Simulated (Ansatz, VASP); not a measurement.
## Two plane-wave programs on PtS2

File INCAR:

```
SYSTEM = PtS2
ALGO = Normal
EDIFF = 1E-7
ENCUT = 520
GGA = PE
ISIF = 2
ISMEAR = 0
ISPIN = 2
LASPH = .TRUE.
LCHARG = .FALSE.
LMAXMIX = 4
LORBIT = 11
LREAL = .FALSE.
LWAVE = .FALSE.
MAGMOM = 1 1 0 0 0 0
NBANDS = 35
NELM = 150
PREC = Accurate
SIGMA = 0.1
```

KPOINTS

```
k-points
0
G
  6 6 2
  0 0 0
```

The input POSCAR:

```
PtS2
1.0
    3.5032257602      0.0000000000      0.0000000000
   -1.7516128801      3.0338825035      0.0000000000
    0.0000000000      0.0000000000     10.8728540833
Pt S
2 4
Direct
    0.3333333333      0.6666666667      0.2500000000
    0.6666666667      0.3333333333      0.7500000000
    0.3333333333      0.6666666667      0.6234916006
    0.6666666667      0.3333333333      0.1234916006
    0.3333333333      0.6666666667      0.8765083994
    0.6666666667      0.3333333333      0.3765083994
```

Input for Ansatz:

```yaml
crystal:
  lattice:
    - [3.5032257602, 0.0, 0.0]
    - [-1.7516128801, 3.0338825035, 0.0]
    - [0.0, 0.0, 10.8728540833]
  atoms:
    - { symbol: Pt, position: [0.3333333333, 0.6666666667, 0.25], spin: 1.0 }
    - { symbol: Pt, position: [0.6666666667, 0.3333333333, 0.75], spin: 1.0 }
    - { symbol: S, position: [0.3333333333, 0.6666666667, 0.6234916006] }
    - { symbol: S, position: [0.6666666667, 0.3333333333, 0.1234916006] }
    - { symbol: S, position: [0.3333333333, 0.6666666667, 0.8765083994] }
    - { symbol: S, position: [0.6666666667, 0.3333333333, 0.3765083994] }
basis:
  ecutwfc: 420
kpoints:
  mp_grid: { grid: [6, 6, 2] }
hamiltonian:
  xc: pbe
scf:
  occupations: { method: gaussian, width: 0.1 }
  lower_state_search: "off"
output:
  forces: true
  stress: true
  eigenvalues: true
  populations: true
magnetization:
  spin_polarized: true
```

Alike in both runs: task single point; functional PBE; k mesh 6 × 6 × 2; occupations gaussian, width 0.1 eV; collinear spin.

|  | VASP | Ansatz |
| --- | --- | --- |
| version | VASP 6.6.1 | Ansatz 0.2.0 |
| potentials or method | VASP PAW PBE potentials, release 64 (Pt, S), cutoff 520 eV | scalar-relativistic, plane waves, PAW |
| valence electrons in the cell | 44 | 60 |

```csv
,VASP,Ansatz,Ansatz less VASP
gap on the k mesh at the Fermi level (eV),none,none,-
pressure (GPa),0.8,1.1,+0.35
"traceless stress, the component that is largest in VASP (GPa)",0.09,0.09,-0.003
rms of the force components (eV/Å),0.047,0.067,+0.0204
net moment per atom (μB),0.00,0.00,0.000
```

Atom by atom the forces differ by 0.020 eV/Å (rms over components). A gap of «none» marks a metal or a gap that the smearing closes. The functional is the same, so the differences come from potentials, cutoffs and numerics. VASP's potentials hold 44 valence electrons a cell and Ansatz's 60, so a difference there can come from the potentials and not from the codes. Ansatz's warnings: seeded moment not kept.

Spin-orbit coupling is off throughout.
